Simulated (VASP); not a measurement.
# TaSi2 (P6_422) in VASP: further runs, part 2 of 2

VASP 6.6.1. The steps go on from the part before.

## Step 3: Single point, r2SCAN (strain -0.025 along x and y, -0.050 along z)

POSCAR

```
TaSi2
1.0
    4.6604683519      0.0000000000      0.0000000000
   -2.3302341760      4.0360839863      0.0000000000
    0.0000000000      0.0000000000      6.2270176254
Ta Si
3 6
Direct
    0.5000000000      0.0000000000      0.0000000000
    0.5000000000      0.5000000000      0.6666666667
    0.0000000000      0.5000000000      0.3333333333
    0.1582725695      0.3165451391      0.0000000000
    0.8417274305      0.1582725695      0.6666666667
    0.6834548609      0.8417274305      0.3333333333
    0.8417274305      0.6834548609      0.0000000000
    0.1582725695      0.8417274305      0.6666666667
    0.3165451391      0.1582725695      0.3333333333
```

INCAR.step1

```
PREC     = Accurate       # precision mode
ENCUT    = 550            # plane-wave cutoff, eV
ISMEAR   = 0              # smearing method
SIGMA    = 0.15           # smearing width, eV
LREAL    = F              # projectors in reciprocal space
LASPH    = T              # aspherical terms in the spheres
NELM     = 120            # most SCF steps
NBANDS   = 38             # bands
GGA      = PE             # functional
ALGO     = Normal         # electronic algorithm
EDIFF    = 1E-5           # SCF threshold, eV
LWAVE    = T              # write WAVECAR
LCHARG   = F              # write CHGCAR
GGA_COMPAT= F
```

INCAR.step2

```
PREC     = Accurate       # precision mode
ENCUT    = 550            # plane-wave cutoff, eV
EDIFF    = 1E-6           # SCF threshold, eV
ISMEAR   = 0              # smearing method
SIGMA    = 0.15           # smearing width, eV
LREAL    = F              # projectors in reciprocal space
LASPH    = T              # aspherical terms in the spheres
NELM     = 120            # most SCF steps
ALGO     = Normal         # electronic algorithm
ISIF     = 2              # what is computed and relaxed
LWAVE    = F              # write WAVECAR
LCHARG   = F              # write CHGCAR
METAGGA  = R2SCAN         # meta-GGA
LMIXTAU  = T            
NBANDS   = 38             # bands
ISTART   = 1            
GGA_COMPAT= F
```

KPOINTS

```
regular mesh
0
Gamma
  12 12 6
```

Potentials or basis: VASP PAW PBE potentials, release 64 (Ta_pv, Si).

Launch:

```
$ cat potpaw_PBE.64/Ta_pv/POTCAR potpaw_PBE.64/Si/POTCAR > POTCAR
$ cp INCAR.step1 INCAR
$ mpirun -np 1 vasp_std > vasp.out
$ cp INCAR.step2 INCAR
$ mpirun -np 1 vasp_std > vasp.out
```

OUTCAR:

```text
PREC = Accurate
   ENCUT = 550
   EDIFF = 1E-6
   ISMEAR = 0
   LREAL = F
   LASPH = T
   NELM = 120
   ISIF = 2
   METAGGA = R2SCAN
   ISTART = 1

 ion  position               nearest neighbor table
   1  0.500  0.000  0.000-   6 2.49   9 2.49   8 2.49   5 2.49   4 2.66   7 2.66   7 2.66   4 2.66
                             4 2.76   7 2.76   3 3.12   3 3.12   2 3.12   2 3.12
   2  0.500  0.500  0.667-   4 2.49   7 2.49   6 2.49   9 2.49   8 2.66   5 2.66   8 2.66   5 2.66
                             8 2.76   5 2.76   1 3.12   1 3.12   3 3.12   3 3.12
   3  0.000  0.500  0.333-   4 2.49   7 2.49   5 2.49   8 2.49   9 2.66   6 2.66   9 2.66   6 2.66
                             6 2.76   9 2.76   1 3.12   1 3.12   2 3.12   2 3.12
   4  0.158  0.317  0.000-   5 2.44   9 2.44   3 2.49   2 2.49   7 2.56   1 2.66   1 2.66   1 2.76
                             7 2.76   7 2.76   6 3.03   8 3.03
   5  0.842  0.158  0.667-   4 2.44   6 2.44   1 2.49   3 2.49   8 2.56   2 2.66   2 2.66   2 2.76
                             8 2.76   8 2.76   7 3.03   9 3.03
   6  0.683  0.842  0.333-   7 2.44   5 2.44   1 2.49   2 2.49   9 2.56   3 2.66   3 2.66   3 2.76
                             9 2.76   9 2.76   4 3.03   8 3.03
   7  0.842  0.683  0.000-   8 2.44   6 2.44   3 2.49   2 2.49   4 2.56   1 2.66   1 2.66   1 2.76
                             4 2.76   4 2.76   9 3.03   5 3.03
   8  0.158  0.842  0.667-   7 2.44   9 2.44   1 2.49   3 2.49   5 2.56   2 2.66   2 2.66   2 2.76
                             5 2.76   5 2.76   4 3.03   6 3.03
   9  0.317  0.158  0.333-   4 2.44   8 2.44   1 2.49   2 2.49   6 2.56   3 2.66   3 2.66   3 2.76
                             6 2.76   6 2.76   7 3.03   5 3.03

  LATTYP: Found a hexagonal cell.
 ALAT       =     4.6604683519
 C/A-ratio  =     1.3361355888

  Lattice vectors:

 A1 = (   4.6604683519,   0.0000000000,   0.0000000000)
 A2 = (  -2.3302341760,   4.0360839863,   0.0000000000)
 A3 = (   0.0000000000,   0.0000000000,   6.2270176254)

Analysis of symmetry for initial positions (statically):
=====================================================================
 Subroutine PRICEL returns:
 Original cell was already a primitive cell.

 Routine SETGRP: Setting up the symmetry group for a
 hexagonal supercell.

 Subroutine GETGRP returns: Found 12 space group operations
[... 160 lines left out ...]
   AEXX    =    0.0000 exact exchange contribution
   IVDW    =     0    specifies the selected vdW correction
   LEPSILON=     F    determine dielectric tensor
   LRPA    =     F    only Hartree local field effects (RPA)
 non-spin polarized calculation
 Gauss-broadening in eV      SIGMA  =   0.15
  energy-cutoff  :      550.00
  volume of cell :      117.13
 maximum number of plane-waves:      3459
 NGX is ok and might be reduce to    36
   NGX = 17   NGY = 17   NGZ = 23

 number of electron      56.9999998 magnetization

 Free energy of the ion-electron system (eV)
  ---------------------------------------------------
  ext. energy  EPLUGINS =         0.00000000
  ---------------------------------------------------
  free energy    TOTEN  =      -201.36810610 eV

  energy without entropy =     -201.34050785  energy(sigma->0) =     -201.35430698

 E-fermi :  10.5787     XC(G=0): -13.5289

 val. band max:       10.5702427944   @ k =   0.3333   0.1667   0.3333
 cond. band min:      10.5804461537   @ k =   0.3333   0.0833   0.5000
 fundamental gap:      0.0102033593
 Fermi energy:        10.5786666006

 k-point     1 :       0.0000    0.0000    0.0000
  band No.  band energies     occupation
      1     -24.7765      2.00000
      2     -24.7765      2.00000
      3     -24.7763      2.00000
      4     -24.6933      2.00000
      5     -24.6933      2.00000
      6     -24.5309      2.00000
[... 973 lines left out ...]
     37      15.1529      0.00000
     38      15.7736      0.00000

 [... further k-points ...]
[... 5 lines left out ...]
  --------------------------------------------------------------------------------------
  -------------------------------------------------------------------------------------
  Total       15.1030279     15.1030279     27.9208565     -0.0000000     -0.0000000      0.0000000
  in kB      206.5878392    206.5878392    381.9174188     -0.0000000     -0.0000000      0.0000000
  external PRESSURE =     265.0310324 kB  Pullay stress =       0.0000000 kB

 VOLUME and BASIS-vectors are now :
 -----------------------------------------------------------------------------
  energy-cutoff  :      550.00
  volume of cell :      117.13
      direct lattice vectors                 reciprocal lattice vectors
     4.660468352  0.000000000  0.000000000     0.214570709  0.123882457  0.000000000
    -2.330234176  4.036083986  0.000000000     0.000000000  0.247764914  0.000000000
     0.000000000  0.000000000  6.227017625     0.000000000  0.000000000  0.160590520

 POSITION                                       TOTAL-FORCE (eV/Angst)
 -----------------------------------------------------------------------------------
      2.33023      0.00000      0.00000         0.000000      0.000000      0.000000
      1.16512      2.01804      4.15135         0.000000      0.000000     -0.000000
     -1.16512      2.01804      2.07567         0.000000      0.000000      0.000000
     -0.00000      1.27760      0.00000         0.000000     -0.109123      0.000000
      3.55403      0.63880      4.15135         0.094503     -0.054562     -0.000000
      1.22380      3.39728      2.07567         0.094503      0.054562     -0.000000
      2.33023      2.75848      0.00000        -0.000000      0.109123      0.000000
     -1.22380      3.39728      4.15135        -0.094503      0.054562      0.000000
      1.10644      0.63880      2.07567        -0.094503     -0.054562     -0.000000
 -----------------------------------------------------------------------------------
    total drift:                                0.000000     -0.000000      0.000000

  FREE ENERGIE OF THE ION-ELECTRON SYSTEM (eV)
  ---------------------------------------------------
  free  energy   TOTEN  =      -201.3681061022 eV

  energy  without entropy=     -201.3405078524  energy(sigma->0) =     -201.35430698
```

OUTCAR.step1:

```text
PREC = Accurate
   ENCUT = 550
   ISMEAR = 0
   LREAL = F
[... 1245 lines left out ...]
      1.22380      3.39728      2.07567         0.025867      0.014934      0.000000
      2.33023      2.75848      0.00000        -0.000000      0.029869     -0.000000
     -1.22380      3.39728      4.15135        -0.025867      0.014934     -0.000000
      1.10644      0.63880      2.07567        -0.025867     -0.014934     -0.000000
 -----------------------------------------------------------------------------------
    total drift:                                0.000000     -0.000000      0.000000

  FREE ENERGIE OF THE ION-ELECTRON SYSTEM (eV)
  ---------------------------------------------------
  free  energy   TOTEN  =       -70.9139103589 eV

  energy  without entropy=      -70.8836790963  energy(sigma->0) =      -70.89879473
```

OSZICAR.step1:

```text
N       E                     dE             d eps       ncg     rms          rms(c)
DAV:   1     0.415490424143E+03    0.41549E+03   -0.29342E+04  5776   0.150E+03
DAV:   2    -0.521250181966E+02   -0.46762E+03   -0.45481E+03  6606   0.386E+02
DAV:   3    -0.725839379525E+02   -0.20459E+02   -0.20092E+02  7374   0.714E+01
DAV:   4    -0.729158813161E+02   -0.33194E+00   -0.33013E+00  7312   0.903E+00
DAV:   5    -0.729199945536E+02   -0.41132E-02   -0.41114E-02  7178   0.108E+00    0.387E+01
DAV:   6    -0.711825991619E+02    0.17374E+01   -0.56319E+00  7306   0.118E+01    0.188E+01
DAV:   7    -0.709329744792E+02    0.24962E+00   -0.50172E-01  7360   0.390E+00    0.430E+00
DAV:   8    -0.709144729106E+02    0.18502E-01   -0.28183E-02  7092   0.793E-01    0.494E-01
DAV:   9    -0.709139224952E+02    0.55042E-03   -0.25772E-03  7360   0.280E-01    0.229E-01
DAV:  10    -0.709139260932E+02   -0.35979E-05   -0.25805E-04  7292   0.889E-02    0.597E-02
DAV:  11    -0.709139113813E+02    0.14712E-04   -0.36513E-05  6124   0.279E-02    0.151E-02
DAV:  12    -0.709139103589E+02    0.10224E-05   -0.35754E-06  4232   0.994E-03
   1 F= -.70913910E+02 E0= -.70898795E+02  d E =-.302313E-01
```

Wall time 43 min (1 thread of Oxide Virtual Turin-like, shared host); peak memory 0.41 GiB.

What came out:

* Free energy: -201.3681 eV
* Pressure: 26.5 GPa
* Largest force: 0.109 eV/Å
* Band gap on the k mesh: zero (an odd number of electrons rules out a gap without spin polarisation)

Forces on the atoms (eV/Å):
```
Ta   0.000  0.000  0.000
Ta   0.000  0.000  0.000
Ta   0.000  0.000  0.000
Si   0.000 -0.109  0.000
Si   0.095 -0.055  0.000
Si   0.095  0.055  0.000
Si   0.000  0.109  0.000
Si  -0.095  0.055  0.000
Si  -0.095 -0.055  0.000
```

Stress tensor (GPa, compression positive):
```
20.66  0.00  0.00
 0.00 20.66  0.00
 0.00  0.00 38.19
```

Levels at points of the mesh, in eV from the Fermi level:
```csv
k point,band 27,band 28,band 29,band 30,band 31,band 32
"(0.00, 0.00, 0.00)",-2.59,-2.59,-1.77,0.94,3.37,3.37
"(0.50, 0.00, 0.00)",-0.86,-0.13,-0.11,0.96,1.57,1.63
"(0.00, 0.00, 0.50)",-2.16,-2.16,1.61,1.61,3.52,3.52
"(0.50, 0.00, 0.50)",-1.88,-0.84,-0.51,1.80,2.34,2.85
```

Caveat: the cell differs from its parent crystal (strain -0.025 along x and y, -0.050 along z); the stress differs along the axes, from 21 to 38 GPa; the PAW data sets were made with another functional, which shifts forces and pressure a little; spin-orbit coupling is left out, which moves the levels of the heavy elements; an odd number of electrons without spin polarisation forces a metal; a magnetic or distorted state may lie lower.

## Step 4: Single point, r2SCAN (strain -0.050 along x and y, +0.050 along z)

POSCAR, as its differences from that of step 3:

```diff
@@ -2,5 +2,5 @@
 1.0
-    4.6604683519      0.0000000000      0.0000000000
-   -2.3302341760      4.0360839863      0.0000000000
-    0.0000000000      0.0000000000      6.2270176254
+    4.5409691634      0.0000000000      0.0000000000
+   -2.2704845817      3.9325946533      0.0000000000
+    0.0000000000      0.0000000000      6.8824931650
 Ta Si
```

INCAR.step1

```
ALGO = Normal
EDIFF = 1E-5
ENCUT = 550
GGA = PE
GGA_COMPAT = F
ISMEAR = 0
LASPH = T
LCHARG = F
LREAL = F
LWAVE = T
NBANDS = 38
NELM = 120
PREC = Accurate
SIGMA = 0.15
```

INCAR.step2

```
ALGO = Normal
EDIFF = 1E-6
ENCUT = 550
GGA_COMPAT = F
ISIF = 2
ISMEAR = 0
ISTART = 1
LASPH = T
LCHARG = F
LMIXTAU = T
LREAL = F
LWAVE = F
METAGGA = R2SCAN
NBANDS = 38
NELM = 120
PREC = Accurate
SIGMA = 0.15
```

KPOINTS

```
k-points
0
Gamma
  12 12 6
```

Potentials or basis: VASP PAW PBE potentials, release 64 (Ta_pv, Si).

Launch:

```
$ cat potpaw_PBE.64/Ta_pv/POTCAR potpaw_PBE.64/Si/POTCAR > POTCAR
$ cp INCAR.step1 INCAR
$ mpirun -np 1 vasp_std > vasp.out
$ cp INCAR.step2 INCAR
$ mpirun -np 1 vasp_std > vasp.out
```

OUTCAR:

```text
EDIFF = 1E-6
   ENCUT = 550
   ISIF = 2
   ISMEAR = 0
   ISTART = 1
   LASPH = T
   LREAL = F
   METAGGA = R2SCAN
   NELM = 120
   PREC = Accurate

 ion  position               nearest neighbor table
   1  0.500  0.000  0.000-   4 2.59   7 2.59   7 2.59   4 2.59   9 2.66   6 2.66   5 2.66   8 2.66
                             4 2.69   7 2.69   2 3.23   2 3.23   3 3.23   3 3.23
   2  0.500  0.500  0.667-   5 2.59   8 2.59   8 2.59   5 2.59   4 2.66   7 2.66   6 2.66   9 2.66
                             8 2.69   5 2.69   1 3.23   1 3.23   3 3.23   3 3.23
   3  0.000  0.500  0.333-   9 2.59   6 2.59   9 2.59   6 2.59   4 2.66   7 2.66   5 2.66   8 2.66
                             6 2.69   9 2.69   1 3.23   1 3.23   2 3.23   2 3.23
[... 1216 lines left out ...]

 VOLUME and BASIS-vectors are now :
 -----------------------------------------------------------------------------
  energy-cutoff  :      550.00
  volume of cell :      122.91
      direct lattice vectors                 reciprocal lattice vectors
     4.540969163  0.000000000  0.000000000     0.220217307  0.127142521  0.000000000
    -2.270484582  3.932594653  0.000000000     0.000000000  0.254285043  0.000000000
     0.000000000  0.000000000  6.882493165     0.000000000  0.000000000  0.145296185

 POSITION                                       TOTAL-FORCE (eV/Angst)
 -----------------------------------------------------------------------------------
      2.27048      0.00000      0.00000         0.000000      0.000000      0.000000
      1.13524      1.96630      4.58833         0.000000      0.000000     -0.000000
     -1.13524      1.96630      2.29416         0.000000      0.000000      0.000000
     -0.00000      1.24484      0.00000         0.000000      0.462571      0.000000
      3.46290      0.62242      4.58833        -0.400598      0.231285     -0.000000
      1.19242      3.31017      2.29416        -0.400598     -0.231285     -0.000000
      2.27048      2.68775      0.00000         0.000000     -0.462571      0.000000
     -1.19242      3.31017      4.58833         0.400598     -0.231285      0.000000
      1.07807      0.62242      2.29416         0.400598      0.231285     -0.000000
 -----------------------------------------------------------------------------------
    total drift:                               -0.000000      0.000000     -0.000000

  FREE ENERGIE OF THE ION-ELECTRON SYSTEM (eV)
  ---------------------------------------------------
  free  energy   TOTEN  =      -201.3409299943 eV

  energy  without entropy=     -201.3073940548  energy(sigma->0) =     -201.32416202
```

Run time: 53 min. Hardware: 1 thread of Oxide Virtual Turin-like, shared host; peak memory 0.44 GiB.

What came out:

```yaml
Free_energy: -201.3409 eV
Pressure: 12.4 GPa
Largest_force: 0.463 eV/Å
Band_gap_on_the_k_mesh: zero (an odd number of electrons rules out a gap without spin polarisation)
```

Forces on the atoms (eV/Å):
```
Ta   0.000  0.000  0.000
Ta   0.000  0.000  0.000
Ta   0.000  0.000  0.000
Si   0.000  0.463  0.000
Si  -0.401  0.231  0.000
Si  -0.401 -0.231  0.000
Si   0.000 -0.463  0.000
Si   0.401 -0.231  0.000
Si   0.401  0.231  0.000
```

Caveat: the cell differs from its parent crystal (strain -0.050 along x and y, +0.050 along z); the stress differs along the axes, from -11 to 24 GPa; the PAW data sets were made with another functional, which shifts forces and pressure a little; spin-orbit coupling is left out, which moves the levels of the heavy elements; an odd number of electrons without spin polarisation forces a metal; a magnetic or distorted state may lie lower.

## Step 5: Summary

| cell | gap on the mesh (eV) | pressure (GPa) | largest force (eV/Å) |
| --- | --- | --- | --- |
| a = 4.541, b = 4.541, c = 6.719 Å, angles 90.0, 90.0, 120.0°, 9 atoms | none | 18.0 | 0.39 |
| a = 4.660, b = 4.660, c = 6.227 Å, angles 90.0, 90.0, 120.0°, 9 atoms | none | 26.5 | 0.11 |
| a = 4.541, b = 4.541, c = 6.882 Å, angles 90.0, 90.0, 120.0°, 9 atoms | none | 12.4 | 0.46 |

Alike in all rows: task single point; level r2SCAN; potentials or basis VASP PAW PBE potentials, release 64 (Ta_pv, Si); no spin polarisation; k mesh 12 × 12 × 6; cutoff (eV) 550; smearing gaussian 0.15 eV.

Caveats: the PAW data sets were made with another functional, which shifts forces and pressure a little; spin-orbit coupling is left out, which moves the levels of the heavy elements; an odd number of electrons without spin polarisation forces a metal; a magnetic or distorted state may lie lower; the stress differs along the axes, from -0 to 27 GPa (at least some runs); the stress differs along the axes, from 21 to 38 GPa (at least some runs); the stress differs along the axes, from -11 to 24 GPa (at least some runs).

Total energies depend on the potentials used, so only differences within one code and one set of settings carry meaning.

The gap in the log of VASP goes by the Fermi energy; the results here count the filled bands.